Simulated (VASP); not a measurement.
Wanted: the native input for a VASP 6.6.1 run.

```yaml
Task: relaxation of cell and atoms
Functional: PBE
Potentials_or_basis: VASP PAW PBE potentials, release 64 (Li_sv, Hg)
Cutoff: 600 eV
k_mesh: 10 × 10 × 6
Occupations: gaussian, width 0.1 eV
Spin: no spin polarisation
Dipole_correction: no
Further_INCAR_settings: ALGO = Fast; EDIFF = 1e-07; IBRION = 2; EDIFFG = -0.01; NSW = 100; ISIF = 3
```

The structure of Li3Hg2 lies in POSCAR:

```
Li3Hg2
1.0
    3.8731978762      0.0000000000      0.0000000000
    0.0000000000      3.8731978762      0.0000000000
    0.0000000000      0.0000000000      6.7959984309
Li Hg
3 2
Direct
    0.5000000000      0.0000000000      0.0000000000
    0.0000000000      0.5000000000      0.0000000000
    0.5000000000      0.5000000000      0.5000000000
    0.0000000000      0.0000000000      0.7104650987
    0.0000000000      0.0000000000      0.2895349013
```

The cell was generated, and may not be a known phase.

The input as run:

INCAR

```
SYSTEM = Li3Hg2
ALGO = Fast
EDIFF = 1E-7
EDIFFG = -0.01
ENCUT = 600
GGA = PE
IBRION = 2
ISIF = 3
ISMEAR = 0
LASPH = .True.
LCHARG = .False.
LREAL = .False.
LWAVE = .False.
NELM = 60
NSW = 100
PREC = Accurate
SIGMA = 0.1
```

KPOINTS

```
k-points
0
Gamma
  10 10 6
  0 0 0
```

Potentials or basis: VASP PAW PBE potentials, release 64 (Li_sv, Hg).

The run is started by

```sh
$ cat potpaw_PBE.64/Li_sv/POTCAR potpaw_PBE.64/Hg/POTCAR > POTCAR
$ mpirun -np 1 vasp_std > vasp.out
```

It gave:

```json
{
 "Relaxed volume": "20.12 Å³/atom",
 "Relaxed cell": "a = 3.819 Å, b = 3.819 Å, c = 6.900 Å, α = 90.00°, β = 90.00°, γ = 90.00°",
 "Space group after relaxing (to 0.1 Å)": "P4/mmm (No. 123)",
 "Energy gained by relaxing": "0.7 meV/atom",
 "Ionic steps": "7",
 "Pressure after relaxing": "0.0 GPa",
 "Band gap on the k mesh": "zero (an odd number of electrons rules out a gap without spin polarisation)"
}
```

Caveat: the cutoff is under 1.25 times the usual one of these potentials, so pressure, stress and relaxed cells hold a basis-set (Pulay) error; spin-orbit coupling is left out, which moves the levels of the heavy elements.

Wall time 28 min on 1 thread of Oxide Virtual Turin-like Processor, with other jobs on the host, peak memory 0.33 GiB.
